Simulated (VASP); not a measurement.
Here is a VASP 6.6.1 calculation.

POSCAR

```
MgO
1.0
    3.3817866600      0.0000000000      0.0000000000
   -1.6908933300      2.9287132400      0.0000000000
    0.0000000000      0.0000000000      4.4404729514
Mg O
2 2
Direct
    0.6666666667      0.3333333333      0.7500000000
    0.3333333333      0.6666666667      0.2500000000
    0.6666666667      0.3333333333      0.2500000000
    0.3333333333      0.6666666667      0.7500000000
```

The input INCAR.step1:

```
SYSTEM = MgO
PREC = Accurate ; ENCUT = 520
ISMEAR = -1 ; SIGMA = 0.02
LREAL = .FALSE. ; LASPH = .TRUE.
NELM = 80 ; NBANDS = 16
GGA = PE ; ALGO = Normal
EDIFF = 1E-4 ; LWAVE = .TRUE.
LCHARG = .FALSE.
```

File INCAR.step2:

```
SYSTEM = MgO
PREC = Accurate ; ENCUT = 520
EDIFF = 1E-6 ; ISMEAR = -1
SIGMA = 0.02 ; LREAL = .FALSE.
LASPH = .TRUE. ; NELM = 80
ALGO = Normal ; ISIF = 2
LWAVE = .FALSE. ; LCHARG = .TRUE.
METAGGA = R2SCAN ; LMIXTAU = .TRUE.
LELF = .TRUE. ; LVHAR = .TRUE.
NBANDS = 16 ; ISTART = 1
```

Contents of KPOINTS:

```
regular mesh
0
G
  6 6 6
  0 0 0
```

Potentials or basis: VASP PAW PBE potentials, release 64 (Mg, O).

Run with:

```sh
$ cat potpaw_PBE.64/Mg/POTCAR potpaw_PBE.64/O/POTCAR > POTCAR
$ cp INCAR.step1 INCAR
$ mpirun -np 1 vasp_std > vasp.out
$ cp INCAR.step2 INCAR
$ mpirun -np 1 vasp_std > vasp.out
```

(1) Estimate the pressure.

(2) Estimate the band gap on the k mesh.

Results:

(1) 1.0 GPa.

(2) 4.01 eV, direct.

Caveat: the PAW data sets were made with another functional, which shifts forces and pressure a little.
